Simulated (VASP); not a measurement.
# N (P6_3/mmc) in VASP: settings compared, part 2 of 2

VASP 6.6.1. The steps go on from the part before.

### Step 3. Single point, PBE-based screened hybrid with 25 % exact exchange

POSCAR

```
N
1.0
    2.5194737886      0.0000000000      0.0000000000
   -1.2597368943      2.1819283051      0.0000000000
    0.0000000000      0.0000000000      2.4460020000
N
2
Direct
    0.3333333333      0.6666666667      0.7500000000
    0.6666666667      0.3333333333      0.2500000000
```

INCAR.step1

```
SYSTEM = N
PREC     = Accurate       ! precision mode
ENCUT    = 520            ! plane-wave cutoff, eV
EDIFF    = 1E-5           ! SCF threshold, eV
ISMEAR   = -1             ! smearing method
SIGMA    = 0.05           ! smearing width, eV
LREAL    = .False.        ! projectors in reciprocal space
LASPH    = .True.         ! aspherical terms in the spheres
NELM     = 60             ! most SCF steps
ALGO     = Normal         ! electronic algorithm
ISIF     = 2              ! what is computed and relaxed
LWAVE    = .True.         ! write WAVECAR
GGA      = PE             ! functional
NBANDS   = 12             ! bands
```

INCAR.step2

```
SYSTEM = N
PREC     = Accurate       ! precision mode
ENCUT    = 520            ! plane-wave cutoff, eV
EDIFF    = 1E-6           ! SCF threshold, eV
ISMEAR   = -1             ! smearing method
SIGMA    = 0.05           ! smearing width, eV
LREAL    = .False.        ! projectors in reciprocal space
LASPH    = .True.         ! aspherical terms in the spheres
NELM     = 60             ! most SCF steps
ALGO     = Normal         ! electronic algorithm
ISIF     = 2              ! what is computed and relaxed
LWAVE    = .False.        ! write WAVECAR
LCHARG   = .True.         ! write CHGCAR
GGA      = PE             ! functional
LHFCALC  = .True.         ! exact exchange
AEXX     = 0.25           ! exact-exchange fraction
HFSCREEN = 0.4            ! screening, 1/A
PRECFOCK = Normal       
LELF     = .True.         ! ELF
LVHAR    = .True.       
ISTART   = 1            
NBANDS   = 12             ! bands
```

KPOINTS

```
regular mesh
0
Gamma
  6 6 6
  0 0 0
```

Potentials or basis: VASP PAW PBE potentials, release 64 (N).

The run is started by

```bash
cat potpaw_PBE.64/N/POTCAR > POTCAR
cp INCAR.step1 INCAR
mpirun -np 1 vasp_std > vasp.out
cp INCAR.step2 INCAR
mpirun -np 1 vasp_std > vasp.out
```

OUTCAR:

```text
SYSTEM = N
   PREC = Accurate
   ENCUT = 520
   EDIFF = 1E-6
   ISMEAR = -1
   LREAL = .False.
   LASPH = .True.
   NELM = 60
   ISIF = 2
   GGA = PE
   LHFCALC = .True.
   AEXX = 0.25
   HFSCREEN = 0.4
   PRECFOCK = Normal
   ISTART = 1

 ion  position               nearest neighbor table
   1  0.333  0.667  0.750-
   2  0.667  0.333  0.250-

  LATTYP: Found a hexagonal cell.
 ALAT       =     2.5194737886
 C/A-ratio  =     0.9708384390

  Lattice vectors:

 A1 = (   2.5194737886,   0.0000000000,   0.0000000000)
 A2 = (  -1.2597368943,   2.1819283051,   0.0000000000)
 A3 = (   0.0000000000,   0.0000000000,   2.4460020000)

Analysis of symmetry for initial positions (statically):
=====================================================================
 Subroutine PRICEL returns:
 Original cell was already a primitive cell.

 Routine SETGRP: Setting up the symmetry group for a
 hexagonal supercell.

 Subroutine GETGRP returns: Found 24 space group operations
 (whereof 12 operations were pure point group operations)
 out of a pool of 24 trial point group operations.

The static configuration has the point symmetry D_3d.
 The point group associated with its full space group is D_6h.

Analysis of symmetry for dynamics (positions and initial velocities):
=====================================================================
 Subroutine PRICEL returns:
 Original cell was already a primitive cell.

 Routine SETGRP: Setting up the symmetry group for a
 hexagonal supercell.

 Subroutine GETGRP returns: Found 24 space group operations
 (whereof 12 operations were pure point group operations)
 out of a pool of 24 trial point group operations.

The dynamic configuration has the point symmetry D_3d.
 The point group associated with its full space group is D_6h.
[... 130 lines left out ...]
   NKREDZ  =     1    reduce k-point grid by
   AEXX    =    0.2500 exact exchange contribution
   HFSCREEN=    0.4000 screening length (either q_TF or 0.3 A-1)
   HFSCREENC=   0.4000 screening length for correlation (either q_TF or 0.3 A-1)
   ENCUTFOCK=  -1.0 apply spherical cutoff to Coloumb kernel
   IVDW    =     0    specifies the selected vdW correction
   LEPSILON=     F    determine dielectric tensor
   LRPA    =     F    only Hartree local field effects (RPA)
 non-spin polarized calculation
  energy-cutoff  :      520.00
  volume of cell :       13.45
 maximum number of plane-waves:       381
 NGX is ok and might be reduce to    20
  NGX = 16; NGY = 16; NGZ = 14

 number of electron      10.0000000 magnetization

 Free energy of the ion-electron system (eV)
  ---------------------------------------------------
  ext. energy  EPLUGINS =         0.00000000
  ---------------------------------------------------
  free energy    TOTEN  =       -11.21918748 eV

  energy without entropy =      -11.21401461  energy(sigma->0) =      -11.21660104

 E-fermi :   6.8621     XC(G=0): -10.9939

 val. band max:        6.8525152133   @ k =   0.1667   0.0000   0.3333
 cond. band min:       7.0829900784   @ k =   0.0000   0.0000   0.3333
 fundamental gap:      0.2304748651
 Fermi energy:         6.8620529110

 k-point     1 :       0.0000    0.0000    0.0000
  band No.  band energies     occupation
      1     -17.4938      2.00000
      2       0.1982      2.00000
      3       1.5925      2.00000
      4       4.1896      2.00000
      5       4.1896      2.00000
      6      10.2632      0.00000
      7      10.2632      0.00000
      8      14.1005      0.00000
      9      22.0774      0.00000
     10      25.7161      0.00000
     11      33.3215      0.00000
     12      33.3215      0.00000
[... 331 lines left out ...]
 k-point    24 :       0.3333   -0.0000    0.5000
  band No.  band energies     occupation
      1      -9.6818      2.00000
      2      -9.6818      2.00000
      3      -0.0583      2.00000
      4      -0.0583      2.00000
      5       6.4195      1.99971
      6       6.4195      1.99971
      7      11.6834      0.00000
      8      11.6834      0.00000
      9      26.8900      0.00000
     10      26.8900      0.00000
     11      37.5111      0.00000
     12      37.5111      0.00000

 [... further k-points ...]

------------------------ aborting loop because EDIFF is reached ----------------------------------------

  FORCE on cell =-STRESS in cart. coord.  units (eV):
  Direction    XX          YY          ZZ          XY          YZ          ZX
  --------------------------------------------------------------------------------------
  -------------------------------------------------------------------------------------
  Total        0.3879721      0.3879721     -0.4304730      0.0000000     -0.0000000      0.0000000
  in kB       46.2278775     46.2278775    -51.2919642      0.0000000     -0.0000000      0.0000000
  external PRESSURE =      13.7212636 kB  Pullay stress =       0.0000000 kB

 VOLUME and BASIS-vectors are now :
 -----------------------------------------------------------------------------
  energy-cutoff  :      520.00
  volume of cell :       13.45
      direct lattice vectors                 reciprocal lattice vectors
     2.519473789  0.000000000  0.000000000     0.396908277  0.229155100  0.000000000
    -1.259736894  2.181928305  0.000000000     0.000000000  0.458310201  0.000000000
     0.000000000  0.000000000  2.446002000     0.000000000  0.000000000  0.408830410

 POSITION                                       TOTAL-FORCE (eV/Angst)
 -----------------------------------------------------------------------------------
     -0.00000      1.45462      1.83450        -0.000000      0.000000     -0.000000
      1.25974      0.72731      0.61150         0.000000      0.000000      0.000000
 -----------------------------------------------------------------------------------
    total drift:                                0.000000     -0.000000      0.000000

  FREE ENERGIE OF THE ION-ELECTRON SYSTEM (eV)
  ---------------------------------------------------
  free  energy   TOTEN  =       -11.2191874790 eV

  energy  without entropy=      -11.2140146089  energy(sigma->0) =      -11.21660104
```

OUTCAR.step1:

```text
SYSTEM = N
   PREC = Accurate
   ENCUT = 520
   EDIFF = 1E-5
   ISMEAR = -1
[... 586 lines left out ...]
     -0.00000      1.45462      1.83450        -0.000000     -0.000000      0.000000
      1.25974      0.72731      0.61150         0.000000      0.000000      0.000000
 -----------------------------------------------------------------------------------
    total drift:                               -0.000000      0.000000      0.000000

  FREE ENERGIE OF THE ION-ELECTRON SYSTEM (eV)
  ---------------------------------------------------
  free  energy   TOTEN  =        -9.4235360576 eV

  energy  without entropy=       -9.4172358337  energy(sigma->0) =       -9.42038595
```

OSZICAR.step1:

```text
N       E                     dE             d eps       ncg     rms          rms(c)
DAV:   1     0.261244945000E+02    0.26124E+02   -0.59866E+03   684   0.815E+02
DAV:   2    -0.852710868304E+01   -0.34652E+02   -0.33049E+02   872   0.182E+02
DAV:   3    -0.941142144087E+01   -0.88431E+00   -0.88001E+00   816   0.244E+01
DAV:   4    -0.941306976613E+01   -0.16483E-02   -0.16483E-02   740   0.119E+00
DAV:   5    -0.941307138183E+01   -0.16157E-05   -0.16162E-05   816   0.383E-02    0.223E+00
DAV:   6    -0.941806719069E+01   -0.49958E-02   -0.25557E-03   736   0.450E-01    0.136E+00
DAV:   7    -0.942345375695E+01   -0.53866E-02   -0.58287E-03   772   0.690E-01    0.629E-02
DAV:   8    -0.942352838252E+01   -0.74626E-04   -0.72069E-05   728   0.800E-02    0.272E-02
DAV:   9    -0.942353605760E+01   -0.76751E-05   -0.73634E-06   580   0.267E-02
   1 F= -.94235361E+01 E0= -.94203859E+01  d E =-.630022E-02
```

Run time: 3 min. Hardware: 1 thread of Intel Xeon 6975P-C (Granite Rapids), shared host; peak memory 0.22 GiB.

What came out:

| Property | Result |
| --- | --- |
| Free energy | -11.2192 eV |
| Pressure | 1.4 GPa |
| Band gap on the k mesh | zero (bands 5 and 6 overlap by 5.26 eV) |

Stress tensor (GPa, compression positive):
```
 4.62  0.00  0.00
 0.00  4.62  0.00
 0.00  0.00 -5.13
```

Caveat: the k points lie up to 0.48 Å⁻¹ apart, too coarse for converged energies and pressures of a metal; the PAW data sets were made with another functional, which shifts forces and pressure a little.

### Step 4. Single point, PBE-based screened hybrid with 25 % exact exchange

POSCAR is that of step 3.

INCAR.step1

```
PREC     = Accurate       # precision mode
ENCUT    = 520            # plane-wave cutoff, eV
EDIFF    = 1E-5           # SCF threshold, eV
ISMEAR   = -1             # smearing method
SIGMA    = 0.05           # smearing width, eV
LREAL    = F              # projectors in reciprocal space
LASPH    = T              # aspherical terms in the spheres
NELM     = 60             # most SCF steps
ALGO     = Normal         # electronic algorithm
ISIF     = 2              # what is computed and relaxed
LWAVE    = T              # write WAVECAR
GGA      = PE             # functional
NBANDS   = 12             # bands
```

INCAR.step2

```
PREC     = Accurate       # precision mode
ENCUT    = 520            # plane-wave cutoff, eV
EDIFF    = 1E-6           # SCF threshold, eV
ISMEAR   = -1             # smearing method
SIGMA    = 0.05           # smearing width, eV
LREAL    = F              # projectors in reciprocal space
LASPH    = T              # aspherical terms in the spheres
NELM     = 60             # most SCF steps
ALGO     = Normal         # electronic algorithm
ISIF     = 2              # what is computed and relaxed
LWAVE    = F              # write WAVECAR
LCHARG   = T              # write CHGCAR
GGA      = PE             # functional
LHFCALC  = T              # exact exchange
AEXX     = 0.25           # exact-exchange fraction
HFSCREEN = 0.6            # screening, 1/A
PRECFOCK = Normal       
LELF     = T              # ELF
LVHAR    = T            
ISTART   = 1            
NBANDS   = 12             # bands
```

KPOINTS

```
Automatic mesh
0
Gamma
  6 6 6
```

The run is started by

```bash
cat potpaw_PBE.64/N/POTCAR > POTCAR
cp INCAR.step1 INCAR
mpirun -np 1 vasp_std > vasp.out
cp INCAR.step2 INCAR
mpirun -np 1 vasp_std > vasp.out
```

Run time: 3 min. Hardware: 1 thread of Intel Xeon 6975P-C (Granite Rapids), shared host; peak memory 0.22 GiB.

It converged, with:

| Quantity | Value |
| --- | --- |
| Free energy | -10.6828 eV |
| Pressure | 3.8 GPa |
| Band gap on the k mesh | zero (bands 5 and 6 overlap by 5.08 eV) |

Stress tensor (GPa, compression positive):
```
 7.03  0.00  0.00
 0.00  7.03  0.00
 0.00  0.00 -2.54
```

Levels at points of the mesh, in eV from the Fermi level:
| k point | band 2 | band 3 | band 4 | band 5 | band 6 | band 7 | band 8 | band 9 |
| --- | --- | --- | --- | --- | --- | --- | --- | --- |
| (0.00, 0.00, 0.00) | -6.48 | -5.06 | -2.52 | -2.52 | 3.25 | 3.25 | 6.98 | 15.05 |
| (0.50, 0.00, 0.00) | -15.73 | -5.35 | -2.44 | -1.46 | 2.06 | 3.07 | 5.74 | 14.15 |
| (0.00, 0.00, 0.50) | -18.58 | 0.74 | 0.74 | 0.74 | 0.74 | 2.38 | 2.38 | 22.45 |
| (0.50, 0.00, 0.50) | -14.61 | -9.15 | -9.15 | -0.74 | -0.74 | 4.57 | 4.57 | 20.14 |

Caveat: the k points lie up to 0.48 Å⁻¹ apart, too coarse for converged energies and pressures of a metal; the PAW data sets were made with another functional, which shifts forces and pressure a little.

### Step 5. Single point, HSE06

POSCAR is that of step 4.

INCAR.step1

```
ALGO = Normal ; EDIFF = 1E-5
ENCUT = 520 ; GGA = PE
ISIF = 2 ; ISMEAR = -1
LASPH = True ; LREAL = False
LWAVE = True ; NBANDS = 12
NELM = 80 ; PREC = Accurate
SIGMA = 0.05
```

INCAR.step2

```
ALGO = Normal ; EDIFF = 1E-6
ENCUT = 520 ; GGA = PE
HFSCREEN = 0.2079 ; ISIF = 2
ISMEAR = -1 ; ISTART = 1
LASPH = True ; LCHARG = True
LELF = True ; LHFCALC = True
LREAL = False ; LVHAR = True
LWAVE = False ; NBANDS = 12
NELM = 80 ; PREC = Accurate
PRECFOCK = Normal ; SIGMA = 0.05
```

KPOINTS

```
k-points
0
Gamma
  7 7 6
```

The run is started by

```bash
cat potpaw_PBE.64/N/POTCAR > POTCAR
cp INCAR.step1 INCAR
mpirun -np 1 vasp_std > vasp.out
cp INCAR.step2 INCAR
mpirun -np 1 vasp_std > vasp.out
```

Run time: 4.5 min. Hardware: 1 thread of Intel Xeon 6975P-C (Granite Rapids), shared host; peak memory 0.21 GiB.

The run converged. Its results:

```
Free energy            : -11.9861 eV
Pressure               : -1.7 GPa
Band gap on the k mesh : zero (bands 5 and 6 overlap by 4.97 eV)
```

Stress tensor (GPa, compression positive):
```
  3.20   0.00   0.00
  0.00   3.20   0.00
  0.00   0.00 -11.55
```

Levels at points of the mesh, in eV from the Fermi level:
```
           k point  band 1  band 2  band 3  band 4  band 5  band 6  band 7  band 8  band 9  band 10
(0.00, 0.00, 0.00)  -24.69   -6.84   -5.49   -2.82   -2.82    3.75    3.75    7.67   15.55    19.18
(0.00, 0.00, 0.50)  -19.34  -19.34    0.88    0.88    0.88    0.88    2.77    2.77   23.02    23.02
```

Caveat: the k points lie up to 0.43 Å⁻¹ apart, too coarse for converged energies and pressures of a metal; the PAW data sets were made with another functional, which shifts forces and pressure a little.

### Step 6. Single point, PBE0

POSCAR is that of step 5.

INCAR.step1

```
ALGO     = Normal         # electronic algorithm
EDIFF    = 1E-5           # SCF threshold, eV
ENCUT    = 520            # plane-wave cutoff, eV
GGA      = PE             # functional
ISIF     = 2              # what is computed and relaxed
ISMEAR   = -1             # smearing method
LASPH    = T              # aspherical terms in the spheres
LREAL    = F              # projectors in reciprocal space
LWAVE    = T              # write WAVECAR
NBANDS   = 12             # bands
NELM     = 80             # most SCF steps
PREC     = Accurate       # precision mode
SIGMA    = 0.05           # smearing width, eV
```

INCAR.step2

```
AEXX     = 0.25           # exact-exchange fraction
ALGO     = Normal         # electronic algorithm
EDIFF    = 1E-7           # SCF threshold, eV
ENCUT    = 520            # plane-wave cutoff, eV
GGA      = PE             # functional
ISIF     = 2              # what is computed and relaxed
ISMEAR   = -1             # smearing method
ISTART   = 1            
LASPH    = T              # aspherical terms in the spheres
LCHARG   = T              # write CHGCAR
LELF     = T              # ELF
LHFCALC  = T              # exact exchange
LREAL    = F              # projectors in reciprocal space
LVHAR    = T            
LWAVE    = F              # write WAVECAR
NBANDS   = 12             # bands
NELM     = 80             # most SCF steps
PREC     = Accurate       # precision mode
PRECFOCK = Normal       
SIGMA    = 0.05           # smearing width, eV
```

KPOINTS is that of step 5.

Potentials or basis: VASP PAW PBE potentials, release 64 (N).

The run is started by

```bash
cat potpaw_PBE.64/N/POTCAR > POTCAR
cp INCAR.step1 INCAR
mpirun -np 1 vasp_std > vasp.out
cp INCAR.step2 INCAR
mpirun -np 1 vasp_std > vasp.out
```

Wall time 7.1 min (1 thread of Intel Xeon 6975P-C (Granite Rapids), shared host); peak memory 0.12 GiB.

Results (log left out):

| Item | Value |
| --- | --- |
| Free energy | -13.1443 eV |
| Pressure | -1.8 GPa |
| Band gap on the k mesh | zero (bands 5 and 6 overlap by 5.64 eV) |

Stress tensor (GPa, compression positive):
```
  3.27   0.00   0.00
  0.00   3.27   0.00
  0.00   0.00 -11.96
```

Levels at points of the mesh, in eV from the Fermi level:
```
           k point  band 1  band 2  band 3  band 4  band 5  band 6  band 7  band 8  band 9  band 10
(0.00, 0.00, 0.00)  -24.87   -7.01   -5.66   -2.97   -2.97    4.38    4.38    8.33   16.20    19.82
(0.00, 0.00, 0.50)  -19.51  -19.51    1.44    1.44    1.44    1.44    3.37    3.37   23.66    23.66
```

Caveat: the k points lie up to 0.43 Å⁻¹ apart, too coarse for converged energies and pressures of a metal; the PAW data sets were made with another functional, which shifts forces and pressure a little.

### Step 7. Summary

| level | k mesh | screening parameter | gap on the mesh (eV) | pressure (GPa) |
| --- | --- | --- | --- | --- |
| PBEsol-based screened hybrid with 25 % exact exchange | 6 × 6 × 6 | 0.207 1/Å | none | -6.8 |
| PBE-based screened hybrid with 25 % exact exchange | 6 × 6 × 6 | 0.4 1/Å | none | 1.4 |
| PBE-based screened hybrid with 25 % exact exchange | 6 × 6 × 6 | 0.6 1/Å | none | 3.8 |
| HSE06 | 7 × 7 × 6 | 0.2079 1/Å | none | -1.7 |
| PBE0 | 7 × 7 × 6 | - | none | -1.8 |

Alike in all rows: task single point; potentials or basis VASP PAW PBE potentials, release 64 (N); no spin polarisation; cell as given; cutoff (eV) 520; smearing fermi-dirac 0.05 eV.

Caveats: all runs use coarse meshes; the PAW data sets were made with another functional, which shifts forces and pressure a little.

Total energies depend on the potentials used, so only differences within one code and one set of settings carry meaning.
